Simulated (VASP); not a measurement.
# PbS (P-6m2) in VASP: single point with PBEsol

Aim: the single point of PbS with PBEsol.

Everything below comes from runs of VASP 6.6.1. Logs are shortened: lines on timing, memory, paths and dates and some standing lists are left out, and cuts for length are marked.

## Step 1: The cell of the first run

The structure is hexagonal, space group P-6m2 (No. 187). Conventional cell: a = 4.090 Å, b = 4.090 Å, c = 3.788 Å, α = 90.00°, β = 90.00°, γ = 120.00°. Within 4.1 Å of Pb (site symmetry -6m2) lie 6 S at 3.03 Å and 8 Pb at 3.79 to 4.09 Å. S (site symmetry -6m2) has 6 Pb at 3.03 Å and 8 S at 3.79 to 4.09 Å within 4.1 Å.

## Step 2: Single point, PBEsol

INCAR reads:

```
PREC = Accurate
ENCUT = 500
EDIFF = 1E-6
ISMEAR = 0
SIGMA = 0.01
LREAL = False
LASPH = True
NELM = 120
ALGO = Normal
ISIF = 2
LWAVE = False
LCHARG = True
GGA = PS
LELF = True
LVHAR = True
NBANDS = 17
GGA_COMPAT = False
```

KPOINTS reads:

```
regular mesh
0
Gamma
  3 3 3
```

POSCAR reads:

```
PbS
1.0
    4.0896976900      0.0000000000      0.0000000000
   -2.0448488450      3.5417820933      0.0000000000
    0.0000000000      0.0000000000      3.7881670000
Pb S
1 1
Direct
    0.0000000000      0.0000000000      0.0000000000
    0.6666666667      0.3333333333      0.5000000000
```

Potentials or basis: VASP PAW PBE potentials, release 64 (Pb_d, S).

Started as:

```console
$ cat potpaw_PBE.64/Pb_d/POTCAR potpaw_PBE.64/S/POTCAR > POTCAR
$ mpirun -np 1 vasp_std > vasp.out
```

OUTCAR:

```text
PREC = Accurate
   ENCUT = 500
   EDIFF = 1E-6
   ISMEAR = 0
   LREAL = False
   LASPH = True
   NELM = 120
   ISIF = 2
   GGA = PS

 ion  position               nearest neighbor table
   1  0.000  0.000  0.000-   2 3.03   2 3.03   2 3.03   2 3.03   2 3.03   2 3.03
   2  0.667  0.333  0.500-   1 3.03   1 3.03   1 3.03   1 3.03   1 3.03   1 3.03

  LATTYP: Found a hexagonal cell.
 ALAT       =     4.0896976900
 C/A-ratio  =     0.9262706653

  Lattice vectors:

 A1 = (   4.0896976900,   0.0000000000,   0.0000000000)
 A2 = (  -2.0448488450,   3.5417820933,   0.0000000000)
 A3 = (   0.0000000000,   0.0000000000,   3.7881670000)

Analysis of symmetry for initial positions (statically):
=====================================================================
 Subroutine PRICEL returns:
 Original cell was already a primitive cell.

 Routine SETGRP: Setting up the symmetry group for a
 hexagonal supercell.

 Subroutine GETGRP returns: Found 12 space group operations
 (whereof 12 operations were pure point group operations)
 out of a pool of 24 trial point group operations.

The static configuration has the point symmetry D_3h.

Analysis of symmetry for dynamics (positions and initial velocities):
=====================================================================
 Subroutine PRICEL returns:
 Original cell was already a primitive cell.

 Routine SETGRP: Setting up the symmetry group for a
 hexagonal supercell.

 Subroutine GETGRP returns: Found 12 space group operations
 (whereof 12 operations were pure point group operations)
 out of a pool of 24 trial point group operations.

The dynamic configuration has the point symmetry D_3h.

 Subroutine INISYM returns: Found 12 space group operations
 (whereof 12 operations are pure point group operations),
 and found     1 'primitive' translations

----------------------------------------------------------------------------------------

                                     Primitive cell

  volume of cell :      54.8709

  direct lattice vectors                    reciprocal lattice vectors
     4.089697690  0.000000000  0.000000000     0.244516851  0.141171870  0.000000000
    -2.044848845  3.541782093  0.000000000     0.000000000  0.282343739  0.000000000
     0.000000000  0.000000000  3.788167000     0.000000000  0.000000000  0.263979914

  length of vectors
[... 60 lines left out ...]
   LASPH  =      T    aspherical Exc in radial PAW
   ENCUT  =  500.0 eV  36.75 Ry    6.06 a.u.   7.46  7.46  6.91*2*pi/ulx,y,z
   NELM   =    120;   NELMIN=  2; NELMDL= -5     # of ELM steps
   EDIFF  = 0.1E-05   stopping-criterion for ELM
   LREAL  =      F    real-space projection
   EDIFFG = 0.1E-04   stopping-criterion for IOM
   NSW    =      0    number of steps for IOM
   IBRION =     -1    ionic relax: 0-MD 1-quasi-New 2-CG
   NFREE  =      0    steps in history (QN), initial steepest desc. (CG)
   ISIF   =      2    stress and relaxation
   ISYM   =      2    0-nonsym 1-usesym 2-fastsym
   POTIM  = 0.5000    time-step for ionic-motion
   TEBEG  =    0.0;   TEEND  =   0.0 temperature during run
   PSTRESS=    0.0 pullay stress
   NELECT =      20.0000    total number of electrons
   NUPDOWN=      -1.0000    fix difference up-down
   EMIN   =  10.00;   EMAX   =-10.00  energy-range for DOS
   EFERMI =   0.00;   METHOD = LEGACY
   ISMEAR =     0;   SIGMA  =   0.01  broadening in eV -4-tet -1-fermi 0-gaus
   EFERMI_NEDOS =   21; number of points for ismear=-14 and -15
   IALGO  =     38    algorithm
   IMIX   =      4    mixing-type and parameters
     AMIX     =   0.40;   BMIX     =  1.00
     AMIX_MAG =   1.60;   BMIX_MAG =  1.00
  volume/ion in A,a.u.               =      27.44       185.14
  Fermi-wavevector in a.u.,A,eV,Ry     =   1.169421  2.209885 18.606576  1.367545
  Thomas-Fermi vector in A             =   2.305894
   LORBIT       =      0    0 simple, 1 ext, 2 COOP (PROOUT), +10 PAW based schemes
   GGA     = PS    functional components
   LHFCALC =     F    Hartree Fock is set to
   AEXX    =    0.0000 exact exchange contribution
   IVDW    =     0    specifies the selected vdW correction
   LEPSILON=     F    determine dielectric tensor
   LRPA    =     F    only Hartree local field effects (RPA)
 non-spin polarized calculation
 Gauss-broadening in eV      SIGMA  =   0.01
  energy-cutoff  :      500.00
  volume of cell :       54.87
 maximum number of plane-waves:      1409
 NGX is ok and might be reduce to    30
   NGX = 15   NGY = 15   NGZ = 13

 number of electron      19.9999998 magnetization

 Free energy of the ion-electron system (eV)
  ---------------------------------------------------
  ext. energy  EPLUGINS =         0.00000000
  ---------------------------------------------------
  free energy    TOTEN  =        -9.24134156 eV

  energy without entropy =       -9.24134156  energy(sigma->0) =       -9.24134156

 E-fermi :   5.2618     XC(G=0):  -9.6389

 val. band max:        5.1722438123   @ k =   0.3333   0.3333   0.0000
 cond. band min:       5.7870169377   @ k =   0.3333   0.3333   0.3333
 fundamental gap:      0.6147731253
 Fermi energy:         5.2618414160

 k-point     1 :       0.0000    0.0000    0.0000
  band No.  band energies     occupation
      1     -11.7503      2.00000
      2     -11.7318      2.00000
      3     -11.7318      2.00000
      4     -11.6285      2.00000
      5     -11.6285      2.00000
      6      -8.1189      2.00000
[... 97 lines left out ...]
      4     -11.6900      2.00000
      5     -11.6183      2.00000
      6      -6.4314      2.00000
[... 9 lines left out ...]
     16      16.3812      0.00000
     17      17.1439      0.00000

------------------------ aborting loop because EDIFF is reached ----------------------------------------

  FORCE on cell =-STRESS in cart. coord.  units (eV):
  Direction    XX          YY          ZZ          XY          YZ          ZX
  --------------------------------------------------------------------------------------
  -------------------------------------------------------------------------------------
  Total       -1.0646047     -1.0646047     -1.2708780      0.0000000     -0.0000000      0.0000000
  in kB      -31.0854251    -31.0854251    -37.1084034      0.0000000     -0.0000000      0.0000000
  external PRESSURE =     -33.0930846 kB  Pullay stress =       0.0000000 kB

 VOLUME and BASIS-vectors are now :
 -----------------------------------------------------------------------------
  energy-cutoff  :      500.00
  volume of cell :       54.87
      direct lattice vectors                 reciprocal lattice vectors
     4.089697690  0.000000000  0.000000000     0.244516851  0.141171870  0.000000000
    -2.044848845  3.541782093  0.000000000     0.000000000  0.282343739  0.000000000
     0.000000000  0.000000000  3.788167000     0.000000000  0.000000000  0.263979914

 POSITION                                       TOTAL-FORCE (eV/Angst)
 -----------------------------------------------------------------------------------
      0.00000      0.00000      0.00000         0.000000     -0.000000      0.000000
      2.04485      1.18059      1.89408        -0.000000      0.000000      0.000000
 -----------------------------------------------------------------------------------
    total drift:                               -0.000000      0.000000      0.000000

  FREE ENERGIE OF THE ION-ELECTRON SYSTEM (eV)
  ---------------------------------------------------
  free  energy   TOTEN  =        -9.2413415640 eV

  energy  without entropy=       -9.2413415640  energy(sigma->0) =       -9.24134156
```

OSZICAR:

```text
N       E                     dE             d eps       ncg     rms          rms(c)
DAV:   1     0.155361446223E+03    0.15536E+03   -0.93059E+03   204   0.117E+03
DAV:   2     0.206343557500E+01   -0.15330E+03   -0.14711E+03   230   0.303E+02
DAV:   3    -0.941986606897E+01   -0.11483E+02   -0.11425E+02   250   0.879E+01
DAV:   4    -0.974383187038E+01   -0.32397E+00   -0.32374E+00   263   0.165E+01
DAV:   5    -0.975057054784E+01   -0.67387E-02   -0.67381E-02   270   0.213E+00    0.425E+00
DAV:   6    -0.925218438765E+01    0.49839E+00   -0.14790E+00   302   0.828E+00    0.299E+00
DAV:   7    -0.924469116092E+01    0.74932E-02   -0.12494E-01   231   0.175E+00    0.159E+00
DAV:   8    -0.924153363913E+01    0.31575E-02   -0.14520E-02   278   0.108E+00    0.140E-01
DAV:   9    -0.924122146537E+01    0.31217E-03   -0.31092E-03   295   0.365E-01    0.105E-01
DAV:  10    -0.924134092311E+01   -0.11946E-03   -0.29939E-04   242   0.101E-01    0.473E-02
DAV:  11    -0.924134103359E+01   -0.11048E-06   -0.21841E-05   271   0.404E-02    0.963E-03
DAV:  12    -0.924134156398E+01   -0.53039E-06   -0.22809E-06   247   0.174E-02
   1 F= -.92413416E+01 E0= -.92413416E+01  d E =-.571611E-38
```

Wall time 8 s (1 thread of Intel Xeon 8259CL, shared host); peak memory 0.16 GiB.

What came out:

| Quantity | Value |
| --- | --- |
| Free energy | -9.2413 eV |
| Pressure | -3.3 GPa |
| Band gap on the k mesh | 0.61 eV (least direct gap 1.66 eV) |

Stress tensor (GPa, compression positive):
```
-3.11  0.00  0.00
 0.00 -3.11  0.00
 0.00  0.00 -3.71
```

Caveat: the k points lie up to 0.59 Å⁻¹ apart; the PAW data sets were made with another functional, which shifts forces and pressure a little; spin-orbit coupling is left out, which moves the levels of the heavy elements. A k mesh can miss the band edges.
